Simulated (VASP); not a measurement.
Write the native input for VASP 6.6.1 that does the following.

```
Task                   : single point
Functional             : PBE
Dispersion             : D3(BJ)
Potentials or basis    : VASP PAW PBE potentials, release 64 (C)
Cutoff                 : 520 eV
k mesh                 : 22 × 22 × 4
Occupations            : gaussian, width 0.15 eV
Spin                   : no spin polarisation
Dipole correction      : no
Further INCAR settings : ALGO = Normal; EDIFF = 1e-06; NBANDS = 26
```

The structure of C lies in POSCAR:

```
C
1.0
   -1.2324898335     -2.1347350114      0.0000000000
    1.2324898335     -2.1347350114      0.0000000000
    0.0000000000     -1.7790881585     13.4768657407
C
8
Direct
    0.6354083350      0.6354083350      0.8749500000
    0.8437583350      0.8437583350      0.3749500000
   -0.0520666650     -0.0520666650      0.1249500000
   -0.2604166650     -0.2604166650      0.6249500000
    0.3020750017      0.3020750017      0.8749500000
    0.5104250017      0.5104250017      0.3749500000
    0.2812666683      0.2812666683      0.1249500000
    0.0729166683      0.0729166683      0.6249500000
```

These files were run (other wordings do the same):

INCAR

```
SYSTEM = C
ALGO     = Normal         ! electronic algorithm
EDIFF    = 1E-6           ! SCF threshold, eV
ENCUT    = 520            ! plane-wave cutoff, eV
GGA      = PE             ! functional
ISIF     = 2              ! what is computed and relaxed
ISMEAR   = 0              ! smearing method
IVDW     = 12             ! dispersion correction
LASPH    = .TRUE.         ! aspherical terms in the spheres
LCHARG   = .TRUE.         ! write CHGCAR
LELF     = .TRUE.         ! ELF
LREAL    = .FALSE.        ! projectors in reciprocal space
LVHAR    = .TRUE.       
LWAVE    = .FALSE.        ! write WAVECAR
NBANDS   = 26             ! bands
NELM     = 80             ! most SCF steps
PREC     = Accurate       ! precision mode
SIGMA    = 0.15           ! smearing width, eV
```

KPOINTS

```
k-points
0
G
  22 22 4
  0 0 0
```

Potentials or basis: VASP PAW PBE potentials, release 64 (C).

Command:

```console
$ cat potpaw_PBE.64/C/POTCAR > POTCAR
$ mpirun -np 1 vasp_std > vasp.out
```

Results of the run:

* Pressure: 0.5 GPa
* Largest force: 0.020 eV/Å
* Dispersion energy per atom: -0.156 eV

Run time: 19 min on 1 thread of Oxide Virtual Turin-like Processor, with other jobs on the host, peak memory 0.64 GiB.
